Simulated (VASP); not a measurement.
# Sc2Al (P6_3/mmc) in VASP: single point with PBEsol

Aim: the single point of Sc2Al with PBEsol.

Everything below comes from runs of VASP 6.6.1. Logs are shortened: lines on timing, memory, paths and dates and some standing lists are left out, and cuts for length are marked.

## Step 1: The cell of the first run

Symmetry: P6_3/mmc, No. 194, hexagonal system. Conventional cell: a = 5.225 Å, b = 5.225 Å, c = 5.244 Å, α = 90.00°, β = 90.00°, γ = 120.00°. Within 3.5 Å of Sc (site symmetry -3m) lie 8 Sc at 2.62 to 3.29 Å and 6 Al at 3.29 Å. Sc (site symmetry -6m2) has 5 Al at 2.62 to 3.02 Å and 6 Sc at 3.29 Å within 3.5 Å. Within 3.5 Å of Al (site symmetry -6m2) lie 11 Sc at 2.62 to 3.29 Å.

## Step 2: Single point, PBEsol

INCAR

```
SYSTEM = Sc2Al
  PREC = Accurate
  ENCUT = 520
  EDIFF = 1E-6
  ISMEAR = 0
  SIGMA = 0.15
  LREAL = .False.
  LASPH = .True.
  NELM = 100
  ALGO = Fast
  ISIF = 2
  LWAVE = .False.
  LCHARG = .False.
  GGA = PS
  NBANDS = 34
```

KPOINTS

```
Automatic mesh
0
Gamma
  12 12 10
  0 0 0
```

POSCAR

```
Sc2Al
1.0
    5.2254725112      0.0000000000      0.0000000000
   -2.6127362556      4.5253919415      0.0000000000
    0.0000000000      0.0000000000      5.2442829718
Sc Al
4 2
Direct
    0.0000000000      0.0000000000      0.0000000000
    0.0000000000      0.0000000000      0.5000000000
    0.3333333333      0.6666666667      0.7500000000
    0.6666666667      0.3333333333      0.2500000000
    0.3333333333      0.6666666667      0.2500000000
    0.6666666667      0.3333333333      0.7500000000
```

Potentials or basis: VASP PAW PBE potentials, release 64 (Sc_sv, Al).

The run is started by

```sh
$ cat potpaw_PBE.64/Sc_sv/POTCAR potpaw_PBE.64/Al/POTCAR > POTCAR
$ mpirun -np 1 vasp_std > vasp.out
```

OUTCAR:

```text
SYSTEM = Sc2Al
   PREC = Accurate
   ENCUT = 520
   EDIFF = 1E-6
   ISMEAR = 0
   LREAL = .False.
   LASPH = .True.
   NELM = 100
   ISIF = 2
   GGA = PS

 ion  position               nearest neighbor table
   1  0.000  0.000  0.000-   2 2.62   2 2.62   4 3.29   5 3.29   6 3.29   3 3.29   4 3.29   6 3.29
                             3 3.29   5 3.29   4 3.29   6 3.29   3 3.29   5 3.29
   2  0.000  0.000  0.500-   1 2.62   1 2.62   4 3.29   5 3.29   6 3.29   3 3.29   4 3.29   6 3.29
                             3 3.29   5 3.29   4 3.29   6 3.29   3 3.29   5 3.29
   3  0.333  0.667  0.750-   5 2.62   5 2.62   6 3.02   6 3.02   6 3.02   1 3.29   2 3.29   2 3.29
                             1 3.29   2 3.29   1 3.29
   4  0.667  0.333  0.250-   6 2.62   6 2.62   5 3.02   5 3.02   5 3.02   1 3.29   2 3.29   1 3.29
                             2 3.29   1 3.29   2 3.29
   5  0.333  0.667  0.250-   3 2.62   3 2.62   4 3.02   4 3.02   4 3.02   1 3.29   2 3.29   2 3.29
                             1 3.29   2 3.29   1 3.29
   6  0.667  0.333  0.750-   4 2.62   4 2.62   3 3.02   3 3.02   3 3.02   1 3.29   2 3.29   1 3.29
                             2 3.29   1 3.29   2 3.29

  LATTYP: Found a hexagonal cell.
 ALAT       =     5.2254725112
 C/A-ratio  =     1.0035997626

  Lattice vectors:

 A1 = (   5.2254725112,   0.0000000000,   0.0000000000)
 A2 = (  -2.6127362556,   4.5253919415,   0.0000000000)
 A3 = (   0.0000000000,   0.0000000000,   5.2442829718)

Analysis of symmetry for initial positions (statically):
=====================================================================
 Subroutine PRICEL returns:
 Original cell was already a primitive cell.

 Routine SETGRP: Setting up the symmetry group for a
 hexagonal supercell.

 Subroutine GETGRP returns: Found 24 space group operations
 (whereof 12 operations were pure point group operations)
 out of a pool of 24 trial point group operations.

The static configuration has the point symmetry D_3d.
 The point group associated with its full space group is D_6h.

Analysis of symmetry for dynamics (positions and initial velocities):
=====================================================================
 Subroutine PRICEL returns:
 Original cell was already a primitive cell.

 Routine SETGRP: Setting up the symmetry group for a
 hexagonal supercell.

 Subroutine GETGRP returns: Found 24 space group operations
 (whereof 12 operations were pure point group operations)
 out of a pool of 24 trial point group operations.

The dynamic configuration has the point symmetry D_3d.
 The point group associated with its full space group is D_6h.

 Subroutine INISYM returns: Found 24 space group operations
 (whereof 12 operations are pure point group operations),
 and found     1 'primitive' translations

----------------------------------------------------------------------------------------

                                     Primitive cell

  volume of cell :     124.0132

  direct lattice vectors                    reciprocal lattice vectors
     5.225472511  0.000000000  0.000000000     0.191370254  0.110487667  0.000000000
    -2.612736256  4.525391941  0.000000000     0.000000000  0.220975335  0.000000000
     0.000000000  0.000000000  5.244282972     0.000000000  0.000000000  0.190683837

  length of vectors
     5.225472511  5.225472511  5.244282972     0.220975335  0.220975335  0.190683837

  position of ions in fractional coordinates (direct lattice)
     0.000000000  0.000000000  0.000000000
     0.000000000  0.000000000  0.500000000
     0.333333333  0.666666667  0.750000000
     0.666666667  0.333333333  0.250000000
     0.333333333  0.666666667  0.250000000
     0.666666667  0.333333333  0.750000000

  ion indices of the primitive-cell ions
   primitive index   ion index
                 1           1
                 2           2
                 3           3
                 4           4
                 5           5
                 6           6

----------------------------------------------------------------------------------------

 KPOINTS: Automatic mesh

Automatic generation of k-mesh.
 Grid dimensions read from file:
 generate k-points for:   12   12   10

 Generating k-lattice:

  Cartesian coordinates                     Fractional coordinates (reciprocal lattice)
     0.015947521  0.009207306  0.000000000     0.083333333  0.000000000  0.000000000
     0.000000000  0.018414611  0.000000000     0.000000000  0.083333333  0.000000000
     0.000000000  0.000000000  0.019068384     0.000000000  0.000000000  0.100000000

  Length of vectors
     0.018414611  0.018414611  0.019068384

  Shift w.r.t. Gamma in fractional coordinates (k-lattice)
     0.000000000  0.000000000  0.000000000

 Subroutine IBZKPT returns following result:
 ===========================================

 Found    114 irreducible k-points:

 Following reciprocal coordinates:
            Coordinates               Weight
  0.000000  0.000000  0.000000      1.000000
  0.083333 -0.000000  0.000000      6.000000
  0.166667 -0.000000  0.000000      6.000000
  0.250000 -0.000000  0.000000      6.000000
  0.333333 -0.000000  0.000000      6.000000
  0.416667 -0.000000  0.000000      6.000000
[... 16 lines left out ...]
  0.250000 -0.000000  0.100000     12.000000
  0.333333 -0.000000  0.100000     12.000000
 [... further k-points ...]
   k-points           NKPTS =    114   k-points in BZ     NKDIM =    114   number of bands    NBANDS=     34
   number of dos      NEDOS =    301   number of ions     NIONS =      6
   total plane-waves  NPLWV =  64000
   dimension x,y,z NGX =    40 NGY =   40 NGZ =   40
   dimension x,y,z NGXF=    80 NGYF=   80 NGZF=   80
   ions per type =               4   2
   NGX,Y,Z   is equivalent  to a cutoff of  12.73, 12.73, 12.68 a.u.
   NGXF,Y,Z  is equivalent  to a cutoff of  25.45, 25.45, 25.36 a.u.
 SYSTEM =  Sc2Al
   PREC   = accura    normal or accurate (medium, high low for compatibility)
   ISTART =      0    job   : 0-new  1-cont  2-samecut
   ICHARG =      2    charge: 1-file 2-atom 10-const
   ISPIN  =      1    spin polarized calculation?
   LNONCOLLINEAR =      F non collinear calculations
   LSORBIT =      F    spin-orbit coupling
   LASPH  =      T    aspherical Exc in radial PAW
   ENCUT  =  520.0 eV  38.22 Ry    6.18 a.u.   9.72  9.72  9.75*2*pi/ulx,y,z
   NELM   =    100;   NELMIN=  2; NELMDL= -5     # of ELM steps
   EDIFF  = 0.1E-05   stopping-criterion for ELM
   LREAL  =      F    real-space projection
   EDIFFG = 0.1E-04   stopping-criterion for IOM
   NSW    =      0    number of steps for IOM
   IBRION =     -1    ionic relax: 0-MD 1-quasi-New 2-CG
   NFREE  =      0    steps in history (QN), initial steepest desc. (CG)
   ISIF   =      2    stress and relaxation
   ISYM   =      2    0-nonsym 1-usesym 2-fastsym
   POTIM  = 0.5000    time-step for ionic-motion
   TEBEG  =    0.0;   TEEND  =   0.0 temperature during run
   PSTRESS=    0.0 pullay stress
   NELECT =      50.0000    total number of electrons
   NUPDOWN=      -1.0000    fix difference up-down
   EMIN   =  10.00;   EMAX   =-10.00  energy-range for DOS
   EFERMI =   0.00;   METHOD = LEGACY
   ISMEAR =     0;   SIGMA  =   0.15  broadening in eV -4-tet -1-fermi 0-gaus
   EFERMI_NEDOS =   21; number of points for ismear=-14 and -15
   IALGO  =     68    algorithm
   IMIX   =      4    mixing-type and parameters
     AMIX     =   0.40;   BMIX     =  1.00
     AMIX_MAG =   1.60;   BMIX_MAG =  1.00
  volume/ion in A,a.u.               =      20.67       139.48
  Fermi-wavevector in a.u.,A,eV,Ry     =   1.209416  2.285464 19.901050  1.462686
  Thomas-Fermi vector in A             =   2.344994
   LORBIT       =      0    0 simple, 1 ext, 2 COOP (PROOUT), +10 PAW based schemes
   GGA     = PS    functional components
   LHFCALC =     F    Hartree Fock is set to
   AEXX    =    0.0000 exact exchange contribution
   IVDW    =     0    specifies the selected vdW correction
   LEPSILON=     F    determine dielectric tensor
   LRPA    =     F    only Hartree local field effects (RPA)
 non-spin polarized calculation
 RMM-DIIS sequential band-by-band and
 Gauss-broadening in eV      SIGMA  =   0.15
  energy-cutoff  :      520.00
  volume of cell :      124.01
 maximum number of plane-waves:      3379
 NGX is ok and might be reduce to    40
   NGX = 19   NGY = 19   NGZ = 19

 number of electron      50.0000003 magnetization

 Free energy of the ion-electron system (eV)
  ---------------------------------------------------
  ext. energy  EPLUGINS =         0.00000000
  ---------------------------------------------------
  free energy    TOTEN  =       -34.89850747 eV

  energy without entropy =      -34.79846202  energy(sigma->0) =      -34.84848475

 E-fermi :   4.8232     XC(G=0): -10.2828

 val. band max:        4.8138371938   @ k =   0.2500  -0.0000   0.3000
 cond. band min:       4.8249713380   @ k =   0.0833   0.0833   0.0000
 fundamental gap:      0.0111341442
 Fermi energy:         4.8231781079

 k-point     1 :       0.0000    0.0000    0.0000
  band No.  band energies     occupation
      1     -44.1866      2.00000
      2     -44.1158      2.00000
      3     -44.1080      2.00000
      4     -43.9433      2.00000
      5     -23.6053      2.00000
      6     -22.9966      2.00000
[... 26 lines left out ...]
     33       8.5251      0.00000
     34       9.5283      0.00000

 k-point     2 :       0.0833   -0.0000    0.0000
  band No.  band energies     occupation
      1     -44.1859      2.00000
      2     -44.1159      2.00000
      3     -44.1086      2.00000
      4     -43.9432      2.00000
      5     -23.6059      2.00000
      6     -22.9996      2.00000
[... 26 lines left out ...]
     33       7.3655      0.00000
     34       8.4426      0.00000
[... 775 lines left out ...]
     33       7.0375      0.00000
     34       7.7528      0.00000

 k-point    24 :       0.3333   -0.0000    0.1000
  band No.  band energies     occupation
      1     -44.1736      2.00000
      2     -44.1171      2.00000
      3     -44.1141      2.00000
      4     -43.9490      2.00000
      5     -23.5803      2.00000
      6     -23.0206      2.00000
[... 26 lines left out ...]
     33       6.9493      0.00000
     34       7.7667      0.00000

 [... further k-points ...]

------------------------ aborting loop because EDIFF is reached ----------------------------------------

  FORCE on cell =-STRESS in cart. coord.  units (eV):
  Direction    XX          YY          ZZ          XY          YZ          ZX
  --------------------------------------------------------------------------------------
  -------------------------------------------------------------------------------------
  Total       -6.9258683     -6.9258683     18.9195549      0.0000000      0.0000000      0.0000000
  in kB      -89.4781363    -89.4781363    244.4294966      0.0000000      0.0000000      0.0000000
  external PRESSURE =      21.8244080 kB  Pullay stress =       0.0000000 kB

 VOLUME and BASIS-vectors are now :
 -----------------------------------------------------------------------------
  energy-cutoff  :      520.00
  volume of cell :      124.01
      direct lattice vectors                 reciprocal lattice vectors
     5.225472511  0.000000000  0.000000000     0.191370254  0.110487667  0.000000000
    -2.612736256  4.525391941  0.000000000     0.000000000  0.220975335  0.000000000
     0.000000000  0.000000000  5.244282972     0.000000000  0.000000000  0.190683837

 POSITION                                       TOTAL-FORCE (eV/Angst)
 -----------------------------------------------------------------------------------
      0.00000      0.00000      0.00000         0.000000     -0.000000      0.000000
      0.00000      0.00000      2.62214         0.000000     -0.000000      0.000000
     -0.00000      3.01693      3.93321        -0.000000      0.000000      0.000000
      2.61274      1.50846      1.31107         0.000000     -0.000000      0.000000
     -0.00000      3.01693      1.31107         0.000000     -0.000000      0.000000
      2.61274      1.50846      3.93321        -0.000000      0.000000      0.000000
 -----------------------------------------------------------------------------------
    total drift:                                0.000000     -0.000000      0.000000

  FREE ENERGIE OF THE ION-ELECTRON SYSTEM (eV)
  ---------------------------------------------------
  free  energy   TOTEN  =       -34.8985074702 eV

  energy  without entropy=      -34.7984620250  energy(sigma->0) =      -34.84848475
```

It took 13 min on 1 thread of AMD EPYC 7R13, shared host; peak memory 0.47 GiB.

What came out:

```
Free energy            : -34.8985 eV
Pressure               : 2.2 GPa
Band gap on the k mesh : zero (bands 25 and 26 overlap by 0.95 eV)
```

Caveat: the PAW data sets were made with another functional, which shifts forces and pressure a little.
